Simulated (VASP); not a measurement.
# Ta (Im-3m) in VASP: elastic constants with LDA

Aim: the elastic constants of Ta with LDA.

Everything below comes from runs of VASP 6.6.1. Logs are shortened: lines on timing, memory, paths and dates and some standing lists are left out, and cuts for length are marked.

### 1 The cell of the first run

Symmetry: Im-3m, No. 229, cubic system. The conventional cell has a = 3.253 Å, b = 3.253 Å, c = 3.253 Å, α = 90.00°, β = 90.00°, γ = 90.00°. Ta (site symmetry m-3m) has 14 Ta at 2.82 to 3.25 Å within 3.7 Å.

### 2 Elastic constants, LDA

File INCAR:

```
SYSTEM = Ta
PREC = Accurate
ENCUT = 500
EDIFF = 1E-8
ISMEAR = 0
SIGMA = 0.1
LREAL = .False.
LASPH = .True.
NELM = 120
ALGO = Normal
ISIF = 3
LWAVE = .False.
LCHARG = .False.
IBRION = 6
NFREE = 2
POTIM = 0.015
NSW = 1
GGA_COMPAT = .False.
```

File KPOINTS:

```
regular mesh
0
Gamma
  18 18 18
  0 0 0
```

File POSCAR:

```
Ta
1.0
   -1.6263448625      1.6263448625      1.6263448625
    1.6263448625     -1.6263448625      1.6263448625
    1.6263448625      1.6263448625     -1.6263448625
Ta
1
Direct
    0.0000000000      0.0000000000      0.0000000000
```

Potentials or basis: VASP PAW LDA potentials, release 64 (Ta_pv).

Launch:

```console
$ cat potpaw_LDA.64/Ta_pv/POTCAR > POTCAR
$ mpirun -np 1 vasp_std > vasp.out
```

OUTCAR:

```text
SYSTEM = Ta
   PREC = Accurate
   ENCUT = 500
   EDIFF = 1E-8
   ISMEAR = 0
   LREAL = .False.
   LASPH = .True.
   NELM = 120
   ISIF = 3
   IBRION = 6
   NFREE = 2
   POTIM = 0.015
   NSW = 1

 ion  position               nearest neighbor table
   1  0.000  0.000  0.000-

  LATTYP: Found a body centered cubic cell.
 ALAT       =     3.2526897250

  Lattice vectors:

 A1 = (  -1.6263448625,   1.6263448625,   1.6263448625)
 A2 = (   1.6263448625,  -1.6263448625,   1.6263448625)
 A3 = (   1.6263448625,   1.6263448625,  -1.6263448625)

Analysis of symmetry for initial positions (statically):
=====================================================================
 Subroutine PRICEL returns:
 Original cell was already a primitive cell.

 Routine SETGRP: Setting up the symmetry group for a
 body centered cubic supercell.

 Subroutine GETGRP returns: Found 48 space group operations
 (whereof 48 operations were pure point group operations)
 out of a pool of 48 trial point group operations.

The static configuration has the point symmetry O_h .

Analysis of symmetry for dynamics (positions and initial velocities):
=====================================================================
 Subroutine PRICEL returns:
 Original cell was already a primitive cell.

 Routine SETGRP: Setting up the symmetry group for a
 body centered cubic supercell.

 Subroutine GETGRP returns: Found 48 space group operations
 (whereof 48 operations were pure point group operations)
 out of a pool of 48 trial point group operations.

The dynamic configuration has the point symmetry O_h .

 Subroutine INISYM returns: Found 48 space group operations
 (whereof 48 operations are pure point group operations),
 and found     1 'primitive' translations

----------------------------------------------------------------------------------------

                                     Primitive cell

  volume of cell :      17.2067

  direct lattice vectors                    reciprocal lattice vectors
    -1.626344863  1.626344863  1.626344863     0.000000000  0.307437870  0.307437870
     1.626344863 -1.626344863  1.626344863     0.307437870  0.000000000  0.307437870
     1.626344863  1.626344863 -1.626344863     0.307437870  0.307437870  0.000000000

  length of vectors
     2.816911932  2.816911932  2.816911932     0.434782805  0.434782805  0.434782805

  position of ions in fractional coordinates (direct lattice)
     0.000000000  0.000000000  0.000000000

  ion indices of the primitive-cell ions
   primitive index   ion index
                 1           1

----------------------------------------------------------------------------------------

 KPOINTS: regular mesh

Automatic generation of k-mesh.
 Grid dimensions read from file:
 generate k-points for:   18   18   18

 Generating k-lattice:

  Cartesian coordinates                     Fractional coordinates (reciprocal lattice)
     0.000000000  0.017079882  0.017079882     0.055555556  0.000000000  0.000000000
     0.017079882  0.000000000  0.017079882     0.000000000  0.055555556  0.000000000
[... 99 lines left out ...]

 number of electron      10.9999999 magnetization

 Free energy of the ion-electron system (eV)
  ---------------------------------------------------
  ext. energy  EPLUGINS =         0.00000000
  ---------------------------------------------------
  free energy    TOTEN  =       -12.83268371 eV

  energy without entropy =      -12.82689372  energy(sigma->0) =      -12.82978872

------------------------ aborting loop because EDIFF is reached ----------------------------------------

  FORCE on cell =-STRESS in cart. coord.  units (eV):
  Direction    XX          YY          ZZ          XY          YZ          ZX
  --------------------------------------------------------------------------------------
  -------------------------------------------------------------------------------------
  Total        0.0974910      0.0974910      0.0974910      0.0000000      0.0000000     -0.0000000
  in kB        9.0777325      9.0777325      9.0777325      0.0000000      0.0000000     -0.0000000
  external PRESSURE =       9.0777325 kB  Pullay stress =       0.0000000 kB
[... 86 lines left out ...]
  FREE ENERGIE OF THE ION-ELECTRON SYSTEM (eV)
  ---------------------------------------------------
  free  energy   TOTEN  =       -12.8273477927 eV

  energy  without entropy=      -12.8214985681  energy(sigma->0) =      -12.82442318

[... ionic steps 4 to 12 ...]

--------------------------------------- Ionic step       13  -------------------------------------------

 number of electron      11.0000000 magnetization

------------------------ aborting loop because EDIFF is reached ----------------------------------------
[... 65 lines left out ...]
--------------------------------------- Ionic step       15  -------------------------------------------

 number of electron      11.0000000 magnetization

 Free energy of the ion-electron system (eV)
  ---------------------------------------------------
  ext. energy  EPLUGINS =         0.00000000
  ---------------------------------------------------
  free energy    TOTEN  =       -12.83268420 eV

  energy without entropy =      -12.82689420  energy(sigma->0) =      -12.82978920

 E-fermi :   5.7811     XC(G=0): -13.0296

 val. band max:        5.7788346529   @ k =  -0.3333   0.3333   0.1667
 cond. band min:       5.7867619430   @ k =  -0.2222   0.2222   0.1667
 fundamental gap:      0.0079272902
 Fermi energy:         5.7811122025

 k-point     1 :       0.0000    0.0000    0.0000
  band No.  band energies     occupation
      1     -26.9344      2.00000
      2     -26.9344      2.00000
      3     -26.9344      2.00000
      4      -2.2275      2.00000
      5       6.4519      0.00000
      6       6.4519      0.00000
      7       6.4519      0.00000
      8       9.8763      0.00000
      9       9.8763      0.00000
[... 265 lines left out ...]
 k-point    24 :       0.3889    0.1111    0.0000
  band No.  band energies     occupation
      1     -28.2365      2.00000
      2     -27.4184      2.00000
      3     -27.0060      2.00000
      4       1.6365      2.00000
      5       4.2009      2.00000
      6       6.6758      0.00000
      7       9.6498      0.00000
      8      11.0266      0.00000
      9      14.1062      0.00000

 [... further k-points ...]

------------------------ aborting loop because EDIFF is reached ----------------------------------------

  FORCE on cell =-STRESS in cart. coord.  units (eV):
  Direction    XX          YY          ZZ          XY          YZ          ZX
  --------------------------------------------------------------------------------------
  -------------------------------------------------------------------------------------
  Total        0.0973862      0.0973862      0.0973862     -0.0000000      0.0000000      0.0000000
  in kB        9.0679661      9.0679661      9.0679661     -0.0000000      0.0000000      0.0000000
  external PRESSURE =       9.0679661 kB  Pullay stress =       0.0000000 kB
[... 16 lines left out ...]
  FREE ENERGIE OF THE ION-ELECTRON SYSTEM (eV)
  ---------------------------------------------------
  free  energy   TOTEN  =       -12.8326841998 eV

  energy  without entropy=      -12.8268942040  energy(sigma->0) =      -12.82978920

 INTERNAL STRAIN TENSORS FROM STRAINED CELLS
 ============================================

 INTERNAL STRAIN TENSOR FOR ION    1 for displacements in x,y,z  (eV/Angst):
          X           Y           Z          XY          YZ          ZX
  --------------------------------------------------------------------------------
  x    -0.00000     0.00000     0.00000     0.00000    -0.00000     0.00000
  y    -0.00000    -0.00000     0.00000    -0.00000    -0.00000    -0.00000
  z    -0.00000     0.00000     0.00000     0.00000     0.00000    -0.00000

 INTERNAL STRAIN TENSORS FROM DISPLACED ATOMS
 ============================================

 INTERNAL STRAIN TENSOR FOR ION    1 for displacements in x,y,z  (eV/Angst):
          X           Y           Z          XY          YZ          ZX
  --------------------------------------------------------------------------------
  x     0.00000     0.00000     0.00000     0.00000     0.00000     0.00000
  y     0.00000     0.00000     0.00000     0.00000     0.00000     0.00000
  z     0.00000     0.00000     0.00000     0.00000     0.00000     0.00000

 Eigenvectors and eigenvalues of the dynamical matrix
 ----------------------------------------------------

   1 f  =    0.000000 THz     0.000000 2PiTHz    0.000000 cm-1     0.000000 meV
             X         Y         Z           dx          dy          dz
      0.000000  0.000000  0.000000     0.665615   -0.746295    0.000000

   2 f  =    0.000000 THz     0.000000 2PiTHz    0.000000 cm-1     0.000000 meV
             X         Y         Z           dx          dy          dz
      0.000000  0.000000  0.000000    -0.746295   -0.665615    0.000000

   3 f  =    0.000000 THz     0.000000 2PiTHz    0.000000 cm-1     0.000000 meV
             X         Y         Z           dx          dy          dz
      0.000000  0.000000  0.000000     0.000000    0.000000    1.000000

--------------------------------------------------------------------------------------------------------

 ELASTIC MODULI CONTR FROM IONIC RELAXATION (kBar)
 Direction    XX          YY          ZZ          XY          YZ          ZX
 --------------------------------------------------------------------------------
 XX           0.0000      0.0000      0.0000      0.0000      0.0000      0.0000
 YY           0.0000      0.0000      0.0000      0.0000      0.0000      0.0000
 ZZ           0.0000      0.0000      0.0000      0.0000      0.0000      0.0000
 XY           0.0000      0.0000      0.0000      0.0000      0.0000      0.0000
 YZ           0.0000      0.0000      0.0000      0.0000      0.0000      0.0000
 ZX           0.0000      0.0000      0.0000      0.0000      0.0000      0.0000
 --------------------------------------------------------------------------------

 TOTAL ELASTIC MODULI (kBar)
 Direction    XX          YY          ZZ          XY          YZ          ZX
 --------------------------------------------------------------------------------
 XX        3121.8850   1810.7500   1810.7500      0.0000     -0.0000     -0.0000
 YY        1810.7500   3121.8850   1810.7500      0.0000      0.0000      0.0000
 ZZ        1810.7500   1810.7500   3121.8850     -0.0000      0.0000      0.0000
 XY           0.0000      0.0000     -0.0000    790.2235     -0.0000      0.0000
 YZ          -0.0000      0.0000      0.0000     -0.0000    790.2235      0.0000
 ZX          -0.0000      0.0000      0.0000      0.0000      0.0000    790.2235
 --------------------------------------------------------------------------------
```

It took 27 min on 1 thread of Oxide Virtual Turin-like, shared host; peak memory 0.5 GiB.

What came out:

```yaml
Elastic_constants_C11_C12_C44: 312, 181, 79 GPa
Voigt_bulk_modulus: 225 GPa
```

Elastic tensor in Voigt notation (GPa, in the Cartesian axes of the cell as first typed):
```
312 181 181   0   0   0
181 312 181   0   0   0
181 181 312   0   0   0
  0   0   0  79   0   0
  0   0   0   0  79   0
  0   0   0   0   0  79
```

Clamped-ion elastic tensor (GPa):
```
312 181 181   0   0   0
181 312 181   0   0   0
181 181 312   0   0   0
  0   0   0  79   0   0
  0   0   0   0  79   0
  0   0   0   0   0  79
```

Caveat: spin-orbit coupling is left out, which moves the levels of the heavy elements.
